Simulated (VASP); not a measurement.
Write the native input for VASP 6.6.1 that does the following.

| Quantity | Value |
| --- | --- |
| Task | single point |
| Functional | PBE |
| Potentials or basis | VASP PAW PBE potentials, release 64 (Si, Ge_d, Ir) |
| Cutoff | 500 eV |
| k mesh | 3 × 3 × 3 |
| Occupations | gaussian, width 0.2 eV |
| Spin | no spin polarisation |
| Dipole correction | no |
| Further INCAR settings | ALGO = Normal; EDIFF = 1e-06; NBANDS = 56 |

The structure of Si2Ge2Ir lies in POSCAR:

```
Si2Ge2Ir
1.0
    5.7673836921      0.0000000000      0.0000000000
    0.0000000000      5.7673836921      0.0000000000
    0.0000000000      0.0000000000      5.0816062451
Si Ge Ir
4 4 2
Direct
    0.6483788810      0.8516211190      0.2511706810
    0.1483788810      0.6483788810      0.2511706810
    0.3516211190      0.1483788810      0.2511706810
    0.8516211190      0.3516211190      0.2511706810
    0.7425061940      0.7574938060      0.7170554331
    0.2574938060      0.2425061940      0.7170554331
    0.7574938060      0.2574938060      0.7170554331
    0.2425061940      0.7425061940      0.7170554331
    0.0000000000      0.0000000000      0.0335477718
    0.5000000000      0.5000000000      0.0335477718
```

These files were run (other wordings do the same):

INCAR

```
SYSTEM = Si2Ge2Ir
PREC = Accurate
ENCUT = 500
EDIFF = 1E-6
ISMEAR = 0
SIGMA = 0.2
LREAL = .FALSE.
LASPH = .TRUE.
NELM = 120
ALGO = Normal
ISIF = 2
LWAVE = .FALSE.
LCHARG = .FALSE.
GGA = PE
NBANDS = 56
GGA_COMPAT = .FALSE.
```

KPOINTS

```
Automatic mesh
0
G
  3 3 3
  0 0 0
```

Potentials or basis: VASP PAW PBE potentials, release 64 (Si, Ge_d, Ir).

The run is started by

```sh
$ cat potpaw_PBE.64/Si/POTCAR potpaw_PBE.64/Ge_d/POTCAR potpaw_PBE.64/Ir/POTCAR > POTCAR
$ mpirun -np 1 vasp_std > vasp.out
```

It gave:

```
Pressure               : 0.1 GPa
Largest force          : 0.051 eV/Å
Band gap on the k mesh : zero (bands 45 and 46 overlap by 0.38 eV)
```

Caveat: the k points lie up to 0.41 Å⁻¹ apart; spin-orbit coupling is left out, which moves the levels of the heavy elements.

Wall time 2.2 min on 1 thread of Intel Xeon 8259CL (shared host), peak memory 0.27 GiB.
